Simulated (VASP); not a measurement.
# Li2Ru (Pn-3m) in VASP: a series of runs, part 2 of 2

VASP 6.6.1. Earlier steps stand in the parts before.

**3. Relaxation of cell and atoms, PBE**

This run uses another cell than the first one, of 26.08 Å³/atom.

The input, INCAR:

```
  PREC = Accurate
  ENCUT = 600
  EDIFF = 1E-6
  ISMEAR = 0
  SIGMA = 0.1
  LREAL = F
  LASPH = T
  NELM = 100
  ALGO = Fast
  ISIF = 3
  LWAVE = F
  LCHARG = F
  GGA = PE
  IBRION = 2
  NSW = 100
  EDIFFG = -0.01
```

The input, KPOINTS:

```
regular mesh
0
Gamma
  8 8 8
```

The input, POSCAR:

```
Li2Ru
1.0
    5.3887866419      0.0000000000      0.0000000000
    0.0000000000      5.3887866419      0.0000000000
    0.0000000000      0.0000000000      5.3887866419
Li Ru
4 2
Direct
    0.2500000000      0.2500000000      0.2500000000
    0.2500000000      0.7500000000      0.7500000000
    0.7500000000      0.7500000000      0.2500000000
    0.7500000000      0.2500000000      0.7500000000
    0.0000000000      0.0000000000      0.0000000000
    0.5000000000      0.5000000000      0.5000000000
```

Potentials or basis: VASP PAW PBE potentials, release 64 (Li_sv, Ru_pv).

Started as:

```sh
cat potpaw_PBE.64/Li_sv/POTCAR potpaw_PBE.64/Ru_pv/POTCAR > POTCAR
mpirun -np 1 vasp_std > vasp.out
```

OUTCAR:

```text
PREC = Accurate
   ENCUT = 600
   EDIFF = 1E-6
   ISMEAR = 0
   LREAL = F
   LASPH = T
   NELM = 100
   ISIF = 3
   GGA = PE
   IBRION = 2
   NSW = 100
   EDIFFG = -0.01

 ion  position               nearest neighbor table
   1  0.250  0.250  0.250-   5 2.33   6 2.33
   2  0.250  0.750  0.750-   5 2.33   6 2.33
   3  0.750  0.750  0.250-   5 2.33   6 2.33
   4  0.750  0.250  0.750-   5 2.33   6 2.33
   5  0.000  0.000  0.000-   1 2.33   2 2.33   3 2.33   4 2.33
   6  0.500  0.500  0.500-   1 2.33   2 2.33   3 2.33   4 2.33

  LATTYP: Found a simple cubic cell.
 ALAT       =     5.3887866419

  Lattice vectors:

 A1 = (   5.3887866419,   0.0000000000,   0.0000000000)
 A2 = (   0.0000000000,   5.3887866419,   0.0000000000)
 A3 = (   0.0000000000,   0.0000000000,   5.3887866419)

Analysis of symmetry for initial positions (statically):
=====================================================================
 Subroutine PRICEL returns:
 Original cell was already a primitive cell.

 Routine SETGRP: Setting up the symmetry group for a
 simple cubic supercell.

 Subroutine GETGRP returns: Found 48 space group operations
 (whereof 24 operations were pure point group operations)
 out of a pool of 48 trial point group operations.

The static configuration has the point symmetry T_d .
 The point group associated with its full space group is O_h .

Analysis of symmetry for dynamics (positions and initial velocities):
=====================================================================
 Subroutine PRICEL returns:
 Original cell was already a primitive cell.

 Routine SETGRP: Setting up the symmetry group for a
 simple cubic supercell.

 Subroutine GETGRP returns: Found 48 space group operations
 (whereof 24 operations were pure point group operations)
 out of a pool of 48 trial point group operations.

[... 134 lines left out ...]
   GGA     = PE    functional components
   LHFCALC =     F    Hartree Fock is set to
   AEXX    =    0.0000 exact exchange contribution
   IVDW    =     0    specifies the selected vdW correction
   LEPSILON=     F    determine dielectric tensor
   LRPA    =     F    only Hartree local field effects (RPA)
 conjugate gradient relaxation of ions
 non-spin polarized calculation
 RMM-DIIS sequential band-by-band and
 Gauss-broadening in eV      SIGMA  =   0.10
  energy-cutoff  :      600.00
  volume of cell :      156.49
 maximum number of plane-waves:      5249
 NGX is ok and might be reduce to    48
   NGX = 21   NGY = 21   NGZ = 21

--------------------------------------- Ionic step        1  -------------------------------------------

 number of electron      39.9999965 magnetization

 Free energy of the ion-electron system (eV)
  ---------------------------------------------------
  ext. energy  EPLUGINS =         0.00000000
  ---------------------------------------------------
  free energy    TOTEN  =       -14.96970732 eV

  energy without entropy =      -14.78079407  energy(sigma->0) =      -14.87525069

------------------------ aborting loop because EDIFF is reached ----------------------------------------

  FORCE on cell =-STRESS in cart. coord.  units (eV):
  Direction    XX          YY          ZZ          XY          YZ          ZX
  --------------------------------------------------------------------------------------
  -------------------------------------------------------------------------------------
  Total        0.1590816      0.1590816      0.1590816      0.0000000      0.0000000      0.0000000
  in kB        1.6287615      1.6287615      1.6287615      0.0000000      0.0000000      0.0000000
  external PRESSURE =       1.6287615 kB  Pullay stress =       0.0000000 kB
[... 107 lines left out ...]
--------------------------------------- Ionic step        4  -------------------------------------------

 number of electron      39.9999973 magnetization

 Free energy of the ion-electron system (eV)
  ---------------------------------------------------
  ext. energy  EPLUGINS =         0.00000000
  ---------------------------------------------------
  free energy    TOTEN  =       -14.97106661 eV

  energy without entropy =      -14.77797888  energy(sigma->0) =      -14.87452274

 E-fermi :   0.4295     XC(G=0):  -7.3878

 val. band max:        0.4294870714   @ k =   0.3750   0.3750   0.2500
 cond. band min:       0.4298379065   @ k =   0.2500   0.2500   0.1250
 fundamental gap:      0.0003508351
 Fermi energy:         0.4295464347

 k-point     1 :       0.0000    0.0000    0.0000
  band No.  band energies     occupation
      1     -45.3827      2.00000
      2     -45.3827      2.00000
      3     -45.3827      2.00000
      4     -45.3787      2.00000
      5     -40.2578      2.00000
      6     -40.2578      2.00000
[... 637 lines left out ...]
     23       1.2201      0.00000
     24       1.3732      0.00000

 [... further k-points ...]

------------------------ aborting loop because EDIFF is reached ----------------------------------------

  FORCE on cell =-STRESS in cart. coord.  units (eV):
  Direction    XX          YY          ZZ          XY          YZ          ZX
  --------------------------------------------------------------------------------------
  -------------------------------------------------------------------------------------
  Total        0.0217965      0.0217965      0.0217965      0.0000000     -0.0000000      0.0000000
  in kB        0.2201311      0.2201311      0.2201311      0.0000000     -0.0000000      0.0000000
  external PRESSURE =       0.2201311 kB  Pullay stress =       0.0000000 kB
[... 21 lines left out ...]
  FREE ENERGIE OF THE ION-ELECTRON SYSTEM (eV)
  ---------------------------------------------------
  free  energy   TOTEN  =       -14.9710666091 eV

  energy  without entropy=      -14.7779788783  energy(sigma->0) =      -14.87452274

 reached required accuracy - stopping structural energy minimisation
```

OSZICAR:

```text
N       E                     dE             d eps       ncg     rms          rms(c)
DAV:   1     0.321955489945E+03    0.32196E+03   -0.22882E+04  2184   0.179E+03
DAV:   2     0.106124813601E+02   -0.31134E+03   -0.30601E+03  1864   0.449E+02
DAV:   3    -0.121833525439E+02   -0.22796E+02   -0.22390E+02  2912   0.809E+01
[... 64 lines left out ...]
RMM:   9    -0.149710504199E+02   -0.44214E-05   -0.20727E-04  2377   0.693E-02    0.386E-03
RMM:  10    -0.149710602862E+02   -0.98664E-05   -0.99179E-05  2400   0.519E-02    0.292E-03
RMM:  11    -0.149710646142E+02   -0.43280E-05   -0.42472E-05  2083   0.427E-02    0.442E-03
RMM:  12    -0.149710659712E+02   -0.13570E-05   -0.14688E-05  1834   0.377E-02    0.302E-03
RMM:  13    -0.149710666091E+02   -0.63788E-06   -0.55491E-06  1726   0.355E-02
   4 F= -.14971067E+02 E0= -.14874523E+02  d E =-.135929E-02
```

Run time: 12 min. Hardware: 1 thread of Intel Xeon Platinum 8488C (Sapphire Rapids), shared host; peak memory 0.43 GiB.

Results:

| Quantity | Value |
| --- | --- |
| Free energy | -14.9711 eV |
| Relaxed volume | 26.44 Å³/atom |
| Relaxed cell | a = 5.413 Å, b = 5.413 Å, c = 5.413 Å, α = 90.00°, β = 90.00°, γ = 90.00° |
| Space group after relaxing (to 0.1 Å) | Pn-3m (No. 224) |
| Energy gained by relaxing | 0.2 meV/atom |
| Ionic steps | 4 |
| Pressure after relaxing | 0.0 GPa |
| Band gap on the k mesh | zero (bands 20 and 21 overlap by 0.06 eV) |

The path:
| step | energy change (eV) | largest force (eV/Å) | pressure (GPa) | volume (Å³) |
| --- | --- | --- | --- | --- |
| 1 | 0.0000 | 0.0000 | 0.16 | 156.49 |
| 2 | -0.0006 | 0.0000 | 0.12 | 157.09 |
| 3 | -0.0009 | 0.0000 | 0.09 | 157.60 |
| 4 | -0.0014 | 0.0000 | 0.02 | 158.64 |

Final structure:
```
Li Ru
1.0
     5.41342    0.00000    0.00000
     0.00000    5.41342    0.00000
     0.00000    0.00000    5.41342
Li Ru
4 2
Direct
  0.25000 0.25000 0.25000
  0.25000 0.75000 0.75000
  0.75000 0.75000 0.25000
  0.75000 0.25000 0.75000
  0.00000 0.00000 0.00000
  0.50000 0.50000 0.50000
```

Levels at points of the mesh, in eV from the Fermi level:
```csv
k point,band 17,band 18,band 19,band 20,band 21,band 22,band 23,band 24
"(0.00, 0.00, 0.00)",-0.12,-0.12,-0.12,0.01,0.01,0.41,3.08,3.08
"(0.50, 0.00, 0.00)",-0.16,-0.16,-0.06,-0.06,0.02,0.02,2.65,2.65
"(0.50, 0.50, 0.00)",-0.03,-0.03,-0.02,-0.02,0.02,0.02,0.35,0.35
"(0.50, 0.50, 0.50)",-0.22,-0.06,-0.06,0.05,0.05,0.73,1.32,1.32
```

Caveat: the cutoff is under 1.25 times the usual one of these potentials, so pressure, stress and relaxed cells hold a basis-set (Pulay) error.
